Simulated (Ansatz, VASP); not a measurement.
# Mn2As2H in VASP and in Ansatz

```
As Mn H
1.0
     1.99158    3.44951    0.00000
    -1.99158    3.44951    0.00000
     0.00000    0.00000    6.56382
As Mn H
2 2 1
Cartesian
  -0.0002 2.2998 1.7066
  0.0002 4.5992 4.8572
  -0.0002 2.2998 4.0696
  0.0002 4.5992 2.4943
  0.0000 0.0000 0.0000
```

Alike in both runs: task relaxation of cell and atoms; functional PBE; k mesh 5 × 5 × 3; occupations fermi-dirac, width 0.1255 eV; no spin polarisation.

|  | VASP | Ansatz |
| --- | --- | --- |
| version | VASP 6.6.1 | Ansatz 0.2.0 |
| potentials or method | VASP PAW PBE potentials, release 64 (As, Mn_pv, H), cutoff 600 eV | PAW plane waves |
| valence electrons in the cell | 37 | 61 |

VASP gave:

```
gap on the k mesh at the Fermi level, each at its own relaxed structure (eV) : none
relaxed volume (Å³/atom)                                                     : 13.89
relaxed cell length with the largest relative difference (Å)                 : 3.387
```

Question: Estimate Ansatz's values.

Answer: gap on the k mesh at the Fermi level, each at its own relaxed structure (eV): none; relaxed volume (Å³/atom): 13.90; relaxed cell length with the largest relative difference (Å): 3.388.

A gap of «none» marks a metal or a gap that the smearing closes. VASP's potentials hold 37 valence electrons a cell and Ansatz's 61, so a difference there can come from the potentials and not from the codes. Ansatz's warnings: structure snapped to symmetry.

The k mesh is coarse, so the values compare programs but aren't converged. Noted on VASP's run: the volume moved by over 15 % at a fixed basis, so the end points are rough.
